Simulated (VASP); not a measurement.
# SnGe5 (Cmmm) in VASP: notebook

SnGe5 is run at these levels: PBE; tasks: single point, relaxation of cell and atoms.

Everything below comes from runs of VASP 6.6.1. Logs are shortened: lines on timing, memory, paths and dates and some standing lists are left out, and cuts for length are marked.

### 1 The cell of the first run

The structure is orthorhombic, space group Cmmm (No. 65). The conventional cell has a = 4.197 Å, b = 12.591 Å, c = 4.712 Å, α = 90.00°, β = 90.00°, γ = 90.00°. Sn (site symmetry mmm) has 12 Ge at 2.97 to 3.15 Å within 3.9 Å. Within 3.9 Å of Ge (site symmetry mmm) lie 8 Ge at 2.97 to 3.15 Å and 4 Sn at 3.15 Å. Ge (site symmetry m2m) has 10 Ge at 2.97 to 3.15 Å and 2 Sn at 2.97 Å within 3.9 Å. Ge (site symmetry m2m) has 10 Ge at 2.97 to 3.15 Å and 2 Sn at 3.15 Å within 3.9 Å.

### 2 Single point, PBE

INCAR reads:

```
SYSTEM = SnGe5
ALGO     = Normal         ! electronic algorithm
EDIFF    = 1E-7           ! SCF threshold, eV
ENCUT    = 520            ! plane-wave cutoff, eV
GGA      = PE             ! functional
ISIF     = 2              ! what is computed and relaxed
ISMEAR   = 0              ! smearing method
LASPH    = .TRUE.         ! aspherical terms in the spheres
LCHARG   = .FALSE.        ! write CHGCAR
LREAL    = .FALSE.        ! projectors in reciprocal space
LWAVE    = .FALSE.        ! write WAVECAR
NBANDS   = 51             ! bands
NELM     = 100            ! most SCF steps
PREC     = Accurate       ! precision mode
SIGMA    = 0.1            ! smearing width, eV
```

KPOINTS reads:

```
k-points
0
G
  4 4 4
  0 0 0
```

POSCAR reads:

```
SnGe5
1.0
    2.0985165200     -6.2955495500      0.0000000000
    2.0985165200      6.2955495500      0.0000000000
    0.0000000000      0.0000000000      4.7116210600
Sn Ge
1 5
Direct
    0.0000000000      0.0000000000      0.0000000000
    0.5000000000      0.5000000000      0.5000000000
    0.3333333300      0.6666666700      0.0000000000
    0.1666666700      0.8333333300      0.5000000000
    0.8333333300      0.1666666700      0.5000000000
    0.6666666700      0.3333333300      0.0000000000
```

Potentials or basis: VASP PAW PBE potentials, release 64 (Sn_d, Ge_d).

Run with:

```console
cat potpaw_PBE.64/Sn_d/POTCAR potpaw_PBE.64/Ge_d/POTCAR > POTCAR
mpirun -np 1 vasp_std > vasp.out
```

OUTCAR:

```text
SYSTEM = SnGe5
   EDIFF = 1E-7
   ENCUT = 520
   GGA = PE
   ISIF = 2
   ISMEAR = 0
   LASPH = .TRUE.
   LREAL = .FALSE.
   NELM = 100
   PREC = Accurate

 ion  position               nearest neighbor table
   1  0.000  0.000  0.000-   6 2.97   3 2.97   6 2.97   3 2.97   2 3.15   2 3.15   2 3.15   2 3.15
                             5 3.15   4 3.15   4 3.15   5 3.15
   2  0.500  0.500  0.500-   1 3.15   1 3.15   1 3.15   1 3.15
   3  0.333  0.667  0.000-   1 2.97   1 2.97
   4  0.167  0.833  0.500-   1 3.15   1 3.15
   5  0.833  0.167  0.500-   1 3.15   1 3.15
   6  0.667  0.333  0.000-   1 2.97   1 2.97

  LATTYP: Found a base centered orthorhombic cell.
 ALAT       =     4.1970330400
 B/A-ratio  =     2.9999999952
 C/A-ratio  =     1.1226075695

  Lattice vectors:

 A1 = (   2.0985165200,  -6.2955495500,   0.0000000000)
 A2 = (   2.0985165200,   6.2955495500,   0.0000000000)
 A3 = (   0.0000000000,   0.0000000000,   4.7116210600)

Analysis of symmetry for initial positions (statically):
=====================================================================
 Subroutine PRICEL returns:
 Original cell was already a primitive cell.

 Routine SETGRP: Setting up the symmetry group for a
 base centered orthorhombic supercell.

 Subroutine GETGRP returns: Found  8 space group operations
 (whereof  8 operations were pure point group operations)
 out of a pool of  8 trial point group operations.

The static configuration has the point symmetry D_2h.

Analysis of symmetry for dynamics (positions and initial velocities):
=====================================================================
 Subroutine PRICEL returns:
 Original cell was already a primitive cell.

 Routine SETGRP: Setting up the symmetry group for a
 base centered orthorhombic supercell.

 Subroutine GETGRP returns: Found  8 space group operations
 (whereof  8 operations were pure point group operations)
 out of a pool of  8 trial point group operations.

The dynamic configuration has the point symmetry D_2h.

 Subroutine INISYM returns: Found  8 space group operations
 (whereof  8 operations are pure point group operations),
 and found     1 'primitive' translations

----------------------------------------------------------------------------------------

                                     Primitive cell

  volume of cell :     124.4934

  direct lattice vectors                    reciprocal lattice vectors
     2.098516520 -6.295549550  0.000000000     0.238263552 -0.079421184  0.000000000
     2.098516520  6.295549550  0.000000000     0.238263552  0.079421184  0.000000000
     0.000000000  0.000000000  4.711621060     0.000000000  0.000000000  0.212241177

  length of vectors
     6.636091901  6.636091901  4.711621060     0.251151836  0.251151836  0.212241177

  position of ions in fractional coordinates (direct lattice)
     0.000000000  0.000000000  0.000000000
     0.500000000  0.500000000  0.500000000
     0.333333330  0.666666670  0.000000000
     0.166666670  0.833333330  0.500000000
     0.833333330  0.166666670  0.500000000
     0.666666670  0.333333330  0.000000000

  ion indices of the primitive-cell ions
   primitive index   ion index
                 1           1
                 2           2
                 3           3
                 4           4
                 5           5
                 6           6

----------------------------------------------------------------------------------------

 KPOINTS: k-points

Automatic generation of k-mesh.
 Grid dimensions read from file:
 generate k-points for:    4    4    4

 Generating k-lattice:

  Cartesian coordinates                     Fractional coordinates (reciprocal lattice)
     0.059565888 -0.019855296  0.000000000     0.250000000  0.000000000  0.000000000
     0.059565888  0.019855296  0.000000000     0.000000000  0.250000000  0.000000000
     0.000000000  0.000000000  0.053060294     0.000000000  0.000000000  0.250000000

  Length of vectors
     0.062787959  0.062787959  0.053060294

  Shift w.r.t. Gamma in fractional coordinates (k-lattice)
     0.000000000  0.000000000  0.000000000

 Subroutine IBZKPT returns following result:
 ===========================================

 Found     21 irreducible k-points:

 Following reciprocal coordinates:
            Coordinates               Weight
  0.000000  0.000000  0.000000      1.000000
  0.250000 -0.000000  0.000000      4.000000
  0.500000 -0.000000  0.000000      2.000000
  0.250000  0.250000  0.000000      2.000000
  0.500000  0.250000  0.000000      4.000000
 -0.250000  0.250000  0.000000      2.000000
[... 13 lines left out ...]
 -0.250000  0.250000  0.500000      2.000000
  0.500000  0.500000  0.500000      1.000000
   k-points           NKPTS =     21   k-points in BZ     NKDIM =     21   number of bands    NBANDS=     51
   number of dos      NEDOS =    301   number of ions     NIONS =      6
   total plane-waves  NPLWV =  90000
[... 31 lines left out ...]
   EFERMI_NEDOS =   21; number of points for ismear=-14 and -15
   IALGO  =     38    algorithm
   IMIX   =      4    mixing-type and parameters
     AMIX     =   0.40;   BMIX     =  1.00
     AMIX_MAG =   1.60;   BMIX_MAG =  1.00
  volume/ion in A,a.u.               =      20.75       140.02
  Fermi-wavevector in a.u.,A,eV,Ry     =   1.435883  2.713426 28.051958  2.061761
  Thomas-Fermi vector in A             =   2.555133
   LORBIT       =      0    0 simple, 1 ext, 2 COOP (PROOUT), +10 PAW based schemes
   GGA     = PE    functional components
   LHFCALC =     F    Hartree Fock is set to
   AEXX    =    0.0000 exact exchange contribution
   IVDW    =     0    specifies the selected vdW correction
   LEPSILON=     F    determine dielectric tensor
   LRPA    =     F    only Hartree local field effects (RPA)
 non-spin polarized calculation
 Gauss-broadening in eV      SIGMA  =   0.10
  energy-cutoff  :      520.00
  volume of cell :      124.49
 maximum number of plane-waves:      3366
 NGX is ok and might be reduce to    50
   NGX = 25   NGY = 25   NGZ = 17

 number of electron      84.0000047 magnetization

 Free energy of the ion-electron system (eV)
  ---------------------------------------------------
  ext. energy  EPLUGINS =         0.00000000
  ---------------------------------------------------
  free energy    TOTEN  =       -24.58995954 eV

  energy without entropy =      -24.57375624  energy(sigma->0) =      -24.58185789

 E-fermi :   6.8763     XC(G=0): -10.9746

 val. band max:        6.8736453087   @ k =   0.5000   0.5000   0.2500
 cond. band min:       6.8962447894   @ k =   0.5000   0.2500   0.5000
 fundamental gap:      0.0225994807
 Fermi energy:         6.8763381967

 k-point     1 :       0.0000    0.0000    0.0000
  band No.  band energies     occupation
      1     -17.9283      2.00000
      2     -17.9278      2.00000
      3     -17.9144      2.00000
      4     -17.9127      2.00000
      5     -17.9068      2.00000
      6     -17.9031      2.00000
[... 43 lines left out ...]
     50      10.4941      0.00000
     51      10.6169      0.00000

 k-point     2 :       0.2500   -0.0000    0.0000
  band No.  band energies     occupation
      1     -17.9162      2.00000
      2     -17.9158      2.00000
      3     -17.9113      2.00000
      4     -17.9076      2.00000
      5     -17.8983      2.00000
      6     -17.8954      2.00000
[... 43 lines left out ...]
     50       9.7909      0.00000
     51      11.8805      0.00000

 k-point     3 :       0.5000   -0.0000    0.0000
  band No.  band energies     occupation
      1     -17.9079      2.00000
      2     -17.9052      2.00000
      3     -17.9038      2.00000
      4     -17.9004      2.00000
      5     -17.8985      2.00000
      6     -17.8880      2.00000
[... 43 lines left out ...]
     50      10.2147      0.00000
     51      12.4466      0.00000
[... 865 lines left out ...]
 k-point    20 :      -0.2500    0.2500    0.5000
  band No.  band energies     occupation
      1     -17.9146      2.00000
      2     -17.9080      2.00000
      3     -17.9036      2.00000
      4     -17.8982      2.00000
      5     -17.8930      2.00000
      6     -17.8922      2.00000
[... 43 lines left out ...]
     50      11.0197      0.00000
     51      11.3875      0.00000

 k-point    21 :       0.5000    0.5000    0.5000
  band No.  band energies     occupation
      1     -17.9139      2.00000
      2     -17.9037      2.00000
      3     -17.8967      2.00000
      4     -17.8934      2.00000
      5     -17.8913      2.00000
      6     -17.8904      2.00000
[... 43 lines left out ...]
     50       9.2724      0.00000
     51      11.1417      0.00000

------------------------ aborting loop because EDIFF is reached ----------------------------------------

  FORCE on cell =-STRESS in cart. coord.  units (eV):
  Direction    XX          YY          ZZ          XY          YZ          ZX
  --------------------------------------------------------------------------------------
  -------------------------------------------------------------------------------------
  Total        0.1348589      2.0324683      0.8443168      0.0000000      0.0000000      0.0000000
  in kB        1.7355770     26.1570021     10.8659975      0.0000000      0.0000000      0.0000000
  external PRESSURE =      12.9195255 kB  Pullay stress =       0.0000000 kB

 VOLUME and BASIS-vectors are now :
 -----------------------------------------------------------------------------
  energy-cutoff  :      520.00
  volume of cell :      124.49
      direct lattice vectors                 reciprocal lattice vectors
     2.098516520 -6.295549550  0.000000000     0.238263552 -0.079421184  0.000000000
     2.098516520  6.295549550  0.000000000     0.238263552  0.079421184  0.000000000
     0.000000000  0.000000000  4.711621060     0.000000000  0.000000000  0.212241177

 POSITION                                       TOTAL-FORCE (eV/Angst)
 -----------------------------------------------------------------------------------
      0.00000      0.00000      0.00000         0.000000      0.000000      0.000000
      2.09852      0.00000      2.35581        -0.000000      0.000000      0.000000
      2.09852      2.09852      0.00000         0.000000      0.477760      0.000000
      2.09852      4.19703      2.35581         0.000000     -0.229205      0.000000
      2.09852     -4.19703      2.35581         0.000000      0.229205     -0.000000
      2.09852     -2.09852      0.00000         0.000000     -0.477760      0.000000
 -----------------------------------------------------------------------------------
    total drift:                               -0.000000      0.000000      0.000000

  FREE ENERGIE OF THE ION-ELECTRON SYSTEM (eV)
  ---------------------------------------------------
  free  energy   TOTEN  =       -24.5899595364 eV

  energy  without entropy=      -24.5737562413  energy(sigma->0) =      -24.58185789
```

Run time: 1.7 min. Hardware: 1 thread of Intel Xeon 6975P-C (Granite Rapids), shared host; peak memory 0.34 GiB.

Results:

| Item | Value |
| --- | --- |
| Free energy | -24.5900 eV |
| Pressure | 1.3 GPa |
| Largest force | 0.478 eV/Å |
| Band gap on the k mesh | zero (bands 42 and 43 overlap by 1.93 eV) |

Forces on the atoms (eV/Å):
```
Sn   0.000  0.000  0.000
Ge   0.000  0.000  0.000
Ge   0.000  0.478  0.000
Ge   0.000 -0.229  0.000
Ge   0.000  0.229  0.000
Ge   0.000 -0.478  0.000
```

Levels at points of the mesh, in eV from the Fermi level:
```
           k point  band 40  band 41  band 42  band 43  band 44  band 45
(0.00, 0.00, 0.00)    -0.89    -0.81    -0.43    -0.29     1.24     1.52
(0.50, 0.00, 0.00)    -2.25    -1.95    -1.65    -0.41    -0.27     1.55
(0.50, 0.50, 0.00)    -3.65     0.23     0.33     0.78     0.84     1.50
(0.00, 0.00, 0.50)    -0.99    -0.95    -0.90    -0.83    -0.82     2.16
(0.50, 0.00, 0.50)    -2.47    -2.42    -2.13     2.59     2.71     2.85
(0.50, 0.50, 0.50)    -1.92     0.20     0.37     0.81     0.83     1.08
```

Caveat: the k points lie up to 0.39 Å⁻¹ apart, too coarse for converged energies and pressures of a metal; spin-orbit coupling is left out, which moves the levels of the heavy elements.

### 3 Single point, PBE

This run uses another cell than the first one, of 20.91 Å³/atom.

INCAR reads:

```
SYSTEM = SnGe5
  ALGO = Normal
  EDIFF = 1E-6
  ENCUT = 520
  GGA = PE
  ISIF = 2
  ISMEAR = 0
  LASPH = .TRUE.
  LCHARG = .FALSE.
  LREAL = .FALSE.
  LWAVE = .FALSE.
  NBANDS = 51
  NELM = 60
  PREC = Accurate
  SIGMA = 0.1
```

KPOINTS is that of step 2.

POSCAR reads:

```
SnGe5
1.0
    2.0099661861     -6.5258270396      0.0000000000
    2.0099661861      6.5258270396      0.0000000000
    0.0000000000      0.0000000000      4.7831261468
Sn Ge
1 5
Direct
    0.0000000000      0.0000000000      0.0000000000
    0.5000000000      0.5000000000      0.5000000000
    0.3227399239      0.6772600761      0.0000000000
    0.1675928678      0.8324071322      0.5000000000
    0.8324071322      0.1675928678      0.5000000000
    0.6772600761      0.3227399239      0.0000000000
```

Potentials or basis: VASP PAW PBE potentials, release 64 (Sn_d, Ge_d).

Run with:

```console
cat potpaw_PBE.64/Sn_d/POTCAR potpaw_PBE.64/Ge_d/POTCAR > POTCAR
mpirun -np 1 vasp_std > vasp.out
```

Run time: 1.7 min. Hardware: 1 thread of Intel Xeon 6975P-C (Granite Rapids), shared host; peak memory 0.36 GiB.

Results (log left out):

* Free energy: -24.7368 eV
* Pressure: 0.1 GPa
* Largest force: 0.021 eV/Å
* Band gap on the k mesh: zero (bands 42 and 43 overlap by 1.74 eV)

Forces in eV/Å, atoms in the order of the input:
```
Sn   0.000  0.000  0.000
Ge   0.000  0.000  0.000
Ge   0.000  0.021  0.000
Ge   0.000 -0.008  0.000
Ge   0.000  0.008  0.000
Ge   0.000 -0.021  0.000
```

Stress tensor (GPa, compression positive):
```
-0.21  0.00  0.00
 0.00  0.27  0.00
 0.00  0.00  0.11
```

Levels at points of the mesh, in eV from the Fermi level:
```
           k point  band 40  band 41  band 42  band 43  band 44  band 45
(0.00, 0.00, 0.00)    -1.51    -1.08    -0.29    -0.22     0.83     0.85
(0.50, 0.00, 0.00)    -2.21    -2.21    -1.80    -0.51    -0.35     1.19
(0.50, 0.50, 0.00)    -3.18     0.22     0.69     0.72     1.29     1.56
(0.00, 0.00, 0.50)    -0.77    -0.62    -0.51     0.03     0.08     1.79
(0.50, 0.00, 0.50)    -2.63    -2.60    -2.59     2.01     2.03     2.19
(0.50, 0.50, 0.50)    -1.47     0.18     0.51     1.12     1.12     1.42
```

Caveat: the k points lie up to 0.41 Å⁻¹ apart, too coarse for converged energies and pressures of a metal; spin-orbit coupling is left out, which moves the levels of the heavy elements.

### 4 Relaxation of cell and atoms, PBE

INCAR reads:

```
  ALGO = Normal
  EDIFF = 1E-7
  EDIFFG = -0.04
  ENCUT = 600
  GGA = PE
  IBRION = 2
  ISIF = 3
  ISMEAR = 0
  LASPH = True
  LCHARG = False
  LREAL = False
  LWAVE = False
  NELM = 80
  NSW = 90
  PREC = Accurate
  SIGMA = 0.1
```

KPOINTS reads:

```
k-points
0
Gamma
  4 4 4
```

POSCAR reads:

```
SnGe5
1.0
    2.0985165200     -6.2955495500      0.0000000000
    2.0985165200      6.2955495500      0.0000000000
    0.0000000000      0.0000000000      4.7116210600
Sn Ge
1 5
Direct
    0.0000000000      0.0000000000      0.0000000000
    0.5000000000      0.5000000000      0.5000000000
    0.3333333300      0.6666666700      0.0000000000
    0.1666666700      0.8333333300      0.5000000000
    0.8333333300      0.1666666700      0.5000000000
    0.6666666700      0.3333333300      0.0000000000
```

Run with:

```console
cat potpaw_PBE.64/Sn_d/POTCAR potpaw_PBE.64/Ge_d/POTCAR > POTCAR
mpirun -np 1 vasp_std > vasp.out
```

Run time: 23 min. Hardware: 1 thread of Intel Xeon 6975P-C (Granite Rapids), shared host; peak memory 0.43 GiB.

The run converged. Its results:

| Item | Value |
| --- | --- |
| Free energy | -24.7377 eV |
| Relaxed volume | 20.99 Å³/atom |
| Relaxed cell | a = 6.855 Å, b = 6.855 Å, c = 4.796 Å, α = 90.00°, β = 90.00°, γ = 146.03° |
| Space group after relaxing (to 0.1 Å) | Cmmm (No. 65) |
| Energy gained by relaxing | 24.6 meV/atom |
| Ionic steps | 16 |
| Pressure after relaxing | -0.2 GPa |
| Largest force after relaxing | 0.020 eV/Å |
| Band gap on the k mesh | zero (bands 42 and 43 overlap by 1.77 eV) |

Forces on the atoms (eV/Å):
```
Sn   0.000  0.000  0.000
Ge   0.000  0.000  0.000
Ge   0.000  0.017  0.000
Ge   0.000  0.020  0.000
Ge   0.000 -0.020  0.000
Ge   0.000 -0.017  0.000
```

Stress tensor (GPa, compression positive):
```
-0.04  0.00  0.00
 0.00 -0.28  0.00
 0.00  0.00 -0.17
```

The path:
| step | energy change (eV) | largest force (eV/Å) | pressure (GPa) | volume (Å³) |
| --- | --- | --- | --- | --- |
| 1 | 0.0000 | 0.4768 | 1.33 | 124.49 |
| 2 | -0.0528 | 0.3842 | -0.31 | 127.60 |
| 3 | -0.0673 | 0.2896 | -1.54 | 130.17 |
| 4 | -0.0991 | 0.2000 | -1.53 | 129.64 |
| 5 | -0.1145 | 0.0975 | -1.39 | 129.05 |
| 6 | -0.1158 | 0.0677 | -1.36 | 128.85 |
| 7 | -0.1334 | 0.0539 | -0.22 | 126.12 |
| 8 | -0.1346 | 0.0569 | 0.14 | 125.28 |
| 9 | -0.1346 | 0.0572 | 0.19 | 125.20 |
| 10 | -0.1379 | 0.0507 | 0.20 | 125.21 |
| 11 | -0.1432 | 0.0993 | 0.18 | 125.24 |
| 12 | -0.1450 | 0.0891 | -0.08 | 125.83 |
| 13 | -0.1454 | 0.0710 | -0.40 | 126.51 |
| 14 | -0.1455 | 0.0780 | -0.32 | 126.28 |
| 15 | -0.1467 | 0.0542 | -0.21 | 126.14 |
| 16 | -0.1476 | 0.0195 | -0.16 | 125.94 |

Final structure:
```
Sn Ge
1.0
     2.00266   -6.55576    0.00000
     2.00266    6.55576    0.00000
     0.00000    0.00000    4.79626
Sn Ge
1 5
Cartesian
  0.0000 0.0000 0.0000
  2.0027 0.0000 2.3981
  2.0027 2.3272 0.0000
  2.0027 4.3489 2.3981
  2.0027 -4.3489 2.3981
  2.0027 -2.3272 0.0000
```

Levels at points of the mesh, in eV from the Fermi level:
```csv
k point,band 39,band 40,band 41,band 42,band 43,band 44,band 45,band 46
"(0.00, 0.00, 0.00)",-1.86,-1.56,-1.08,-0.26,-0.17,0.78,0.79,2.25
"(0.50, 0.00, 0.00)",-2.28,-2.22,-2.19,-1.80,-0.50,-0.33,1.16,1.27
"(0.50, 0.50, 0.00)",-3.78,-3.10,0.26,0.65,0.79,1.36,1.52,1.62
"(0.00, 0.00, 0.50)",-0.75,-0.73,-0.59,-0.41,0.09,0.16,1.74,1.93
"(0.50, 0.00, 0.50)",-2.82,-2.61,-2.61,-2.59,1.95,1.97,2.18,2.52
"(0.50, 0.50, 0.50)",-1.54,-1.40,0.21,0.55,1.14,1.14,1.47,1.97
```

Caveat: the k points lie up to 0.41 Å⁻¹ apart in the final cell, too coarse for converged energies and pressures of a metal; spin-orbit coupling is left out, which moves the levels of the heavy elements.

### 5 Summary

| task | cell | cutoff (eV) | gap on the mesh (eV) | pressure (GPa) | largest force (eV/Å) |
| --- | --- | --- | --- | --- | --- |
| single point | a = 6.636, b = 6.636, c = 4.712 Å, angles 90.0, 90.0, 143.1°, 6 atoms, atomic positions A | 520 | none | 1.3 | 0.48 |
| single point | a = 6.828, b = 6.828, c = 4.783 Å, angles 90.0, 90.0, 145.8°, 6 atoms, atomic positions B | 520 | none | 0.1 | 0.02 |
| relaxation of cell and atoms | relaxed from a = 6.636, b = 6.636, c = 4.712 Å, angles 90.0, 90.0, 143.1°, 6 atoms, atomic positions A | 600 | none | -0.2 | 0.02 |

Alike in all rows: level PBE; potentials or basis VASP PAW PBE potentials, release 64 (Sn_d, Ge_d); no spin polarisation; k mesh 4 × 4 × 4; smearing gaussian 0.1 eV.

Caveats: all runs use coarse meshes; spin-orbit coupling is left out, which moves the levels of the heavy elements.

Absolute energies hang on the potentials; compare differences alone.

The gap in the log of VASP goes by the Fermi energy; the results here count the filled bands.